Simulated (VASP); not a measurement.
A run of VASP 6.6.1 is set up as follows.

File INCAR:

```
SYSTEM = C
ALGO     = Normal         ! electronic algorithm
EDIFF    = 1E-6           ! SCF threshold, eV
ENCUT    = 600            ! plane-wave cutoff, eV
GGA      = PE             ! functional
GGA_COMPAT= .False.      
ISIF     = 2              ! what is computed and relaxed
ISMEAR   = 0              ! smearing method
IVDW     = 13             ! dispersion correction
LASPH    = .True.         ! aspherical terms in the spheres
LCHARG   = .False.        ! write CHGCAR
LREAL    = .False.        ! projectors in reciprocal space
LWAVE    = .False.        ! write WAVECAR
NBANDS   = 11             ! bands
NELM     = 120            ! most SCF steps
PREC     = Accurate       ! precision mode
SIGMA    = 0.01           ! smearing width, eV
```

KPOINTS

```
k-points
0
Gamma
  12 12 12
  0 0 0
```

File POSCAR:

```
C
1.0
    0.0000000000      1.7833700000      1.7833700000
    1.7833700000      0.0000000000      1.7833700000
    1.7833700000      1.7833700000      0.0000000000
C
2
Direct
    0.0000000000      0.0000000000      0.0000000000
    0.2500000000      0.2500000000      0.2500000000
```

Potentials or basis: VASP PAW PBE potentials, release 64 (C).

The run is started by

```sh
$ cat potpaw_PBE.64/C/POTCAR > POTCAR
$ mpirun -np 1 vasp_std > vasp.out
```

(1) What does it give for the band gap on the k mesh?

(2) Estimate the pressure.

Results:

(1) 4.15 eV (least direct gap 5.59 eV).

(2) -3.5 GPa.

Caveat: the cell stands under tension.
